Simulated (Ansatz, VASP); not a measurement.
# Be3ZnSe: VASP beside Ansatz

```
Be Zn Se
1.0
     4.82383    0.00000    0.00000
     0.00000    4.98668    0.00000
     0.00000    0.00000    6.59676
Be Zn Se
6 2 2
Direct
  0.25893 0.00000 0.65958
  0.74107 0.00000 0.65958
  0.24107 0.50000 0.34042
  0.75893 0.50000 0.34042
  0.00000 0.50000 0.52722
  0.50000 0.00000 0.47278
  0.00000 0.00000 0.84309
  0.50000 0.50000 0.15691
  0.00000 0.50000 0.14495
  0.50000 0.00000 0.85505
```

Alike in both runs: task relaxation of cell and atoms; functional PBE; k mesh 4 × 3 × 3; occupations gaussian, width 0.2 eV; no spin polarisation.

|  | VASP | Ansatz |
| --- | --- | --- |
| version | VASP 6.6.1 | Ansatz 0.2.0 |
| potentials or method | VASP PAW PBE potentials, release 64 (Be, Zn, Se), cutoff 600 eV | scalar-relativistic, plane waves, PAW |
| valence electrons in the cell | 48 | 68 |

Ansatz gave:

* gap on the k mesh at the Fermi level, each at its own relaxed structure (eV): none
* relaxed volume (Å³/atom): 14.10
* relaxed cell length with the largest relative difference (Å): 3.787

Task: Estimate VASP's values.

Result: gap on the k mesh at the Fermi level, each at its own relaxed structure (eV): none; relaxed volume (Å³/atom): 14.08; relaxed cell length with the largest relative difference (Å): 3.777.

A gap of «none» marks a metal or a gap that the smearing closes. VASP's potentials hold 48 valence electrons a cell and Ansatz's 68, so a difference there can come from the potentials and not from the codes.

The k mesh is coarse, so the values compare programs but aren't converged.
